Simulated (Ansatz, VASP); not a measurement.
Hf in VASP and in Ansatz

```xyz
4
Lattice="3.1117 0.0000 0.0000 -1.5558 2.6948 0.0000 0.0000 0.0000 9.9518" Properties=species:S:1:pos:R:3 pbc="T T T"
Hf    0.0000    0.0000    0.0000
Hf    3.1117    0.0000    4.9759
Hf    0.0000    1.7965    2.4879
Hf    1.5558    0.8983    7.4638
```

Alike in both runs: task single point; functional PBEsol; k mesh 13 × 13 × 4; occupations fermi-dirac, width 0.1 eV; no spin polarisation.

```csv
,VASP,Ansatz
version,VASP 6.6.1,Ansatz 0.2.0
potentials or method,"VASP PAW PBE potentials, release 64 (Hf_pv), cutoff 520 eV","plane waves (420 eV) with PAW, scalar-relativistic"
valence electrons in the cell,40,104
```

VASP gave:

| Property | Result |
| --- | --- |
| pressure (GPa) | 4.5 |
| traceless stress, the component that is largest in VASP (GPa) | 0.05 |

**Question.** Which values does Ansatz return?

**Answer.** Pressure (GPa): 4.9; traceless stress, the component that is largest in VASP (GPa): 0.09.

VASP's potentials were made for PBE, not for PBEsol, and Ansatz warns of the same on its side. VASP's potentials hold 40 valence electrons a cell and Ansatz's 104, so a difference there can come from the potentials and not from the codes.

Spin-orbit coupling is off throughout.
